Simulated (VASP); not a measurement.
# MnS in VASP: further runs

Aim: see how the results for MnS move with the level of theory and the settings. Levels: LDA, PBE. Tasks: single point.

Everything below comes from runs of VASP 6.6.1. Logs are shortened: lines on timing, memory, paths and dates and some standing lists are left out, and cuts for length are marked.

**1. The cell of the first run**

The typed cell holds 2 atoms: a = 3.284 Å, b = 3.284 Å, c = 3.284 Å, α = 60.01°, β = 60.01°, γ = 60.01°.

**2. Single point, LDA, collinear spin, ferromagnetic start**

INCAR reads:

```
SYSTEM = MnS
PREC = Accurate
ENCUT = 520
EDIFF = 1E-6
ISMEAR = -1
SIGMA = 0.05
LREAL = .FALSE.
LASPH = .TRUE.
NELM = 150
ALGO = Normal
ISIF = 2
LWAVE = .FALSE.
LCHARG = .TRUE.
ISPIN = 2
MAGMOM = 4 0
LORBIT = 11
LMAXMIX = 4
LELF = .TRUE.
LVHAR = .TRUE.
NBANDS = 20
```

KPOINTS reads:

```
regular mesh
0
G
  7 7 7
  0 0 0
```

POSCAR reads:

```
MnS
1.0
    1.6422007134      0.9481250239      2.6813833868
   -1.6422007134      0.9481250239      2.6813833868
    0.0000000000     -1.8962500478      2.6813833868
Mn S
1 1
Direct
    0.0000000000      0.0000000000      0.0000000000
    0.5000000000      0.5000000000      0.5000000000
```

Potentials or basis: VASP PAW LDA potentials, release 64 (Mn_pv, S).

Launch:

```bash
$ cat potpaw_LDA.64/Mn_pv/POTCAR potpaw_LDA.64/S/POTCAR > POTCAR
$ mpirun -np 1 vasp_std > vasp.out
```

OUTCAR:

```text
SYSTEM = MnS
   PREC = Accurate
   ENCUT = 520
   EDIFF = 1E-6
   ISMEAR = -1
   LREAL = .FALSE.
   LASPH = .TRUE.
   NELM = 150
   ISIF = 2
   ISPIN = 2
   LORBIT = 11

 ion  position               nearest neighbor table
   1  0.000  0.000  0.000-   2 2.32   2 2.32   2 2.32   2 2.32   2 2.32   2 2.32
   2  0.500  0.500  0.500-   1 2.32   1 2.32   1 2.32   1 2.32   1 2.32   1 2.32

  LATTYP: Found a trigonal (rhomboedric) cell.
 ALAT       =     3.2841408482
 COS(alpha) =     0.4999206523

  Lattice vectors:

 A1 = (   1.6422007134,   0.9481250239,   2.6813833868)
 A2 = (  -1.6422007134,   0.9481250239,   2.6813833868)
 A3 = (   0.0000000000,  -1.8962500478,   2.6813833868)

Analysis of symmetry for initial positions (statically):
=====================================================================
 Subroutine PRICEL returns:
 Original cell was already a primitive cell.

 Routine SETGRP: Setting up the symmetry group for a
 trigonal (rhombohedral) supercell.

 Subroutine GETGRP returns: Found 12 space group operations
 (whereof 12 operations were pure point group operations)
 out of a pool of 12 trial point group operations.

The static configuration has the point symmetry D_3d.

Analysis of symmetry for dynamics (positions and initial velocities):
=====================================================================
 Subroutine PRICEL returns:
 Original cell was already a primitive cell.

 Routine SETGRP: Setting up the symmetry group for a
 trigonal (rhombohedral) supercell.

 Subroutine GETGRP returns: Found 12 space group operations
 (whereof 12 operations were pure point group operations)
 out of a pool of 12 trial point group operations.

The dynamic configuration has the point symmetry D_3d.

Analysis of structural, dynamic, and magnetic symmetry:
=====================================================================
 Subroutine PRICEL returns:
 Original cell was already a primitive cell.

 Routine SETGRP: Setting up the symmetry group for a
 trigonal (rhombohedral) supercell.

 Subroutine GETGRP returns: Found 12 space group operations
 (whereof 12 operations were pure point group operations)
 out of a pool of 12 trial point group operations.

The overall configuration has the point symmetry D_3d.

 Subroutine INISYM returns: Found 12 space group operations
 (whereof 12 operations are pure point group operations),
 and found     1 'primitive' translations

----------------------------------------------------------------------------------------

                                     Primitive cell

  volume of cell :      25.0497

  direct lattice vectors                    reciprocal lattice vectors
     1.642200713  0.948125024  2.681383387     0.304469482  0.175785537  0.124313940
    -1.642200713  0.948125024  2.681383387    -0.304469482  0.175785537  0.124313940
     0.000000000 -1.896250048  2.681383387     0.000000000 -0.351571074  0.124313940

  length of vectors
     3.284140848  3.284140848  3.284140848     0.372902368  0.372902368  0.372902368

  position of ions in fractional coordinates (direct lattice)
     0.000000000  0.000000000  0.000000000
     0.500000000  0.500000000  0.500000000

  ion indices of the primitive-cell ions
   primitive index   ion index
                 1           1
                 2           2

----------------------------------------------------------------------------------------

 KPOINTS: regular mesh

Automatic generation of k-mesh.
 Grid dimensions read from file:
 generate k-points for:    7    7    7

 Generating k-lattice:

  Cartesian coordinates                     Fractional coordinates (reciprocal lattice)
     0.043495640  0.025112220  0.017759134     0.142857143 -0.000000000 -0.000000000
    -0.043495640  0.025112220  0.017759134    -0.000000000  0.142857143 -0.000000000
     0.000000000 -0.050224439  0.017759134    -0.000000000 -0.000000000  0.142857143

  Length of vectors
     0.053271767  0.053271767  0.053271767

  Shift w.r.t. Gamma in fractional coordinates (k-lattice)
     0.000000000  0.000000000  0.000000000

 Subroutine IBZKPT returns following result:
 ===========================================

 Found     44 irreducible k-points:

 Following reciprocal coordinates:
            Coordinates               Weight
  0.000000  0.000000  0.000000      1.000000
  0.142857  0.000000  0.000000      6.000000
  0.285714  0.000000  0.000000      6.000000
  0.428571 -0.000000  0.000000      6.000000
  0.142857  0.142857  0.000000      6.000000
  0.285714  0.142857  0.000000     12.000000
[... 16 lines left out ...]
  0.285714  0.285714  0.142857      6.000000
  0.428571  0.285714  0.142857     12.000000
 [... further k-points ...]
   k-points           NKPTS =     44   k-points in BZ     NKDIM =     44   number of bands    NBANDS=     20
   number of dos      NEDOS =    301   number of ions     NIONS =      2
   total plane-waves  NPLWV =  13824
   dimension x,y,z NGX =    24 NGY =   24 NGZ =   24
   dimension x,y,z NGXF=    48 NGYF=   48 NGZF=   48
   ions per type =               1   1
   NGX,Y,Z   is equivalent  to a cutoff of  12.15, 12.15, 12.15 a.u.
   NGXF,Y,Z  is equivalent  to a cutoff of  24.30, 24.30, 24.30 a.u.
 SYSTEM =  MnS
   PREC   = accura    normal or accurate (medium, high low for compatibility)
   ISTART =      0    job   : 0-new  1-cont  2-samecut
   ICHARG =      2    charge: 1-file 2-atom 10-const
   ISPIN  =      2    spin polarized calculation?
   LNONCOLLINEAR =      F non collinear calculations
   LSORBIT =      F    spin-orbit coupling
   LASPH  =      T    aspherical Exc in radial PAW
   ENCUT  =  520.0 eV  38.22 Ry    6.18 a.u.   6.11  6.11  6.11*2*pi/ulx,y,z
   NELM   =    150;   NELMIN=  2; NELMDL= -5     # of ELM steps
   EDIFF  = 0.1E-05   stopping-criterion for ELM
   LREAL  =      F    real-space projection
   EDIFFG = 0.1E-04   stopping-criterion for IOM
   NSW    =      0    number of steps for IOM
   IBRION =     -1    ionic relax: 0-MD 1-quasi-New 2-CG
   NFREE  =      0    steps in history (QN), initial steepest desc. (CG)
   ISIF   =      2    stress and relaxation
   ISYM   =      2    0-nonsym 1-usesym 2-fastsym
   POTIM  = 0.5000    time-step for ionic-motion
   TEBEG  =    0.0;   TEEND  =   0.0 temperature during run
   PSTRESS=    0.0 pullay stress
   NELECT =      19.0000    total number of electrons
   NUPDOWN=      -1.0000    fix difference up-down
   EMIN   =  10.00;   EMAX   =-10.00  energy-range for DOS
   EFERMI =   0.00;   METHOD = LEGACY
   ISMEAR =    -1;   SIGMA  =   0.05  broadening in eV -4-tet -1-fermi 0-gaus
   EFERMI_NEDOS =   21; number of points for ismear=-14 and -15
   IALGO  =     38    algorithm
   IMIX   =      4    mixing-type and parameters
     AMIX     =   0.40;   BMIX     =  1.00
     AMIX_MAG =   1.60;   BMIX_MAG =  1.00
  volume/ion in A,a.u.               =      12.52        84.52
  Fermi-wavevector in a.u.,A,eV,Ry     =   1.492996  2.821354 30.327897  2.229038
  Thomas-Fermi vector in A             =   2.605453
   LORBIT       =     11    0 simple, 1 ext, 2 COOP (PROOUT), +10 PAW based schemes
   GGA     = CA    functional components
   LHFCALC =     F    Hartree Fock is set to
   AEXX    =    0.0000 exact exchange contribution
   IVDW    =     0    specifies the selected vdW correction
   LEPSILON=     F    determine dielectric tensor
   LRPA    =     F    only Hartree local field effects (RPA)
 spin polarized calculation
  energy-cutoff  :      520.00
  volume of cell :       25.05
 maximum number of plane-waves:       683
   NGX = 13   NGY = 13   NGZ = 13

 number of electron      19.0000007 magnetization       3.0233564

 Free energy of the ion-electron system (eV)
  ---------------------------------------------------
  ext. energy  EPLUGINS =         0.00000000
  ---------------------------------------------------
  free energy    TOTEN  =       -15.33937245 eV

  energy without entropy =      -15.32524226  energy(sigma->0) =      -15.33230736

 E-fermi :  10.4712     XC(G=0): -12.7460

 val. band max:       10.4607829101   @ k =  -0.2857   0.2857   0.1429
 cond. band min:      10.4803387148   @ k =   0.4286   0.2857   0.2857
 fundamental gap:      0.0195558047
 Fermi energy:        10.4712431946

 spin component 1

 k-point     1 :       0.0000    0.0000    0.0000
  band No.  band energies     occupation
      1     -38.6102      1.00000
      2     -38.6102      1.00000
      3     -38.6101      1.00000
      4      -6.3594      1.00000
      5       7.4632      1.00000
      6       7.4632      1.00000
[... 12 lines left out ...]
     19      24.7739      0.00000
     20      26.9331      0.00000
[... 507 lines left out ...]
 k-point    24 :       0.4286    0.2857    0.1429
  band No.  band energies     occupation
      1     -38.6420      1.00000
      2     -38.6252      1.00000
      3     -38.6181      1.00000
      4      -4.5586      1.00000
      5       3.2082      1.00000
      6       5.0296      1.00000
[... 12 lines left out ...]
     19      29.3447      0.00000
     20      30.6329      0.00000

 [... further k-points ...]

 spin component 2

 k-point     1 :       0.0000    0.0000    0.0000
  band No.  band energies     occupation
      1     -35.8877      1.00000
      2     -35.8877      1.00000
      3     -35.8876      1.00000
      4      -6.1027      1.00000
      5       8.8500      1.00000
      6       8.8500      1.00000
[... 12 lines left out ...]
     19      25.6478      0.00000
     20      27.8176      0.00000
[... 507 lines left out ...]
 k-point    24 :       0.4286    0.2857    0.1429
  band No.  band energies     occupation
      1     -35.9259      1.00000
      2     -35.9055      1.00000
      3     -35.8970      1.00000
      4      -4.3179      1.00000
      5       3.7381      1.00000
      6       5.6637      1.00000
[... 12 lines left out ...]
     19      29.8371      0.00000
     20      31.2536      0.00000

 [... further k-points ...]

------------------------ aborting loop because EDIFF is reached ----------------------------------------

  FORCE on cell =-STRESS in cart. coord.  units (eV):
  Direction    XX          YY          ZZ          XY          YZ          ZX
  --------------------------------------------------------------------------------------
  -------------------------------------------------------------------------------------
  Total        1.4469433      1.4469433      1.4481824      0.0000000      0.0000000      0.0000000
  in kB       92.5465190     92.5465190     92.6257729      0.0000000      0.0000000      0.0000000
  external PRESSURE =      92.5729370 kB  Pullay stress =       0.0000000 kB

 VOLUME and BASIS-vectors are now :
 -----------------------------------------------------------------------------
  energy-cutoff  :      520.00
  volume of cell :       25.05
      direct lattice vectors                 reciprocal lattice vectors
     1.642200713  0.948125024  2.681383387     0.304469482  0.175785537  0.124313940
    -1.642200713  0.948125024  2.681383387    -0.304469482  0.175785537  0.124313940
     0.000000000 -1.896250048  2.681383387     0.000000000 -0.351571074  0.124313940

 POSITION                                       TOTAL-FORCE (eV/Angst)
 -----------------------------------------------------------------------------------
      0.00000      0.00000      0.00000         0.000000     -0.000000      0.000000
      0.00000      0.00000      4.02208        -0.000000      0.000000     -0.000000
 -----------------------------------------------------------------------------------
    total drift:                               -0.000000     -0.000000     -0.000000

  FREE ENERGIE OF THE ION-ELECTRON SYSTEM (eV)
  ---------------------------------------------------
  free  energy   TOTEN  =       -15.3393724470 eV

  energy  without entropy=      -15.3252422641  energy(sigma->0) =      -15.33230736

 total charge

# of ion       s       p       d       tot
------------------------------------------
    1        0.300   6.287   5.254  11.841
    2        1.320   2.444   0.000   3.765
--------------------------------------------------
tot          1.621   8.732   5.254  15.606

 magnetization (x)

# of ion       s       p       d       tot
------------------------------------------
    1        0.051   0.032   2.737   2.820
    2        0.016   0.034   0.000   0.050
--------------------------------------------------
tot          0.066   0.066   2.737   2.869
```

It took 18 s on 1 thread of Intel Xeon Platinum 8488C (Sapphire Rapids), shared host; peak memory 0.15 GiB.

What came out:

```
Free energy                                           : -15.3394 eV
Pressure                                              : 9.3 GPa
Band gap on the k mesh                                : zero (filled and empty bands overlap)
Net moment                                            : 3.02 μB per cell
Site moments                                          : Mn +2.82; S +0.05 μB
Valence electrons inside the program's atomic spheres : Mn 11.84; S 3.77
```

Caveat: a cell with one magnetic atom can't hold antiferromagnetic order, which such compounds often take; semilocal functionals often make such compounds metallic where correlation or magnetic order opens a gap, which also shifts bond lengths. With open d or f shells a metallic result of LDA can be an artefact of self-interaction; +U or a hybrid may open a gap.

(Part 1 of 3 ends here.)
